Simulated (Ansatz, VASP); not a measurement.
**Two plane-wave programs on Sb**

POSCAR

```
Sb
1.0
    3.1600000000      0.0000000000      0.0000000000
    0.0000000000      3.1600000000      0.0000000000
    0.0000000000      0.0000000000      3.1600000000
Sb
1
Direct
    0.0000000000      0.0000000000      0.0000000000
```

INCAR.step1

```
SYSTEM = Sb
ALGO = Normal
EDIFF = 1E-5
ENCUT = 520
GGA = PE
GGA_COMPAT = .False.
ISIF = 2
ISMEAR = -1
LASPH = .True.
LCHARG = .False.
LORBIT = 11
LORBMOM = .True.
LREAL = .False.
LSORBIT = .True.
LWAVE = .True.
MAGMOM = 0 0 0
NBANDS = 16
NELM = 150
PREC = Accurate
SIGMA = 0.05
```

Contents of INCAR.step2:

```
SYSTEM = Sb
AEXX = 0.25
ALGO = Normal
EDIFF = 1E-7
ENCUT = 520
GGA = PE
GGA_COMPAT = .False.
ISIF = 2
ISMEAR = -1
ISTART = 1
LASPH = .True.
LCHARG = .False.
LHFCALC = .True.
LORBIT = 11
LORBMOM = .True.
LREAL = .False.
LSORBIT = .True.
LWAVE = .False.
MAGMOM = 0 0 0
NBANDS = 16
NELM = 150
PREC = Accurate
PRECFOCK = Normal
SIGMA = 0.05
```

File KPOINTS:

```
k-points
0
Gamma
  4 4 4
  0 0 0
```

input

```
crystal:
  lattice:
    - [3.16, 0.0, 0.0]
    - [0.0, 3.16, 0.0]
    - [0.0, 0.0, 3.16]
  atoms:
    - { symbol: Sb, position: [0.0, 0.0, 0.0] }
hamiltonian:
  xc: pbe0
  pseudopotentials: { kind: paw_fr }
magnetization:
  noncollinear: true
  spin_orbit: true
kpoints:
  mp_grid: { grid: [4, 4, 4] }
scf:
  occupations: { method: fermi_dirac, width: 0.05 }
output:
  forces: true
  stress: true
  eigenvalues: true
```

Alike in both runs: task single point; functional PBE0; k mesh 4 × 4 × 4; occupations fermi-dirac, width 0.05 eV; non-collinear spin, spin-orbit coupling.

|  | VASP | Ansatz |
| --- | --- | --- |
| version | VASP 6.6.1 | Ansatz 0.2.0 |
| potentials or method | VASP PAW PBE potentials, release 64 (Sb) | Ansatz PAW |
| plane-wave cutoff (eV) | 520 | 420 |
| valence electrons in the cell | 5 | 15 |

```tsv
	VASP	Ansatz	Ansatz less VASP
pressure (GPa)	-6.3	-5.3	+1.03
net moment per atom (μB)	0.04	0.00	-0.036
```

The functional is the same, so the differences come from potentials, cutoffs and numerics. VASP's potentials hold 5 valence electrons a cell and Ansatz's 15, so a difference there can come from the potentials and not from the codes.

The k mesh is coarse, so the values compare programs but aren't converged.
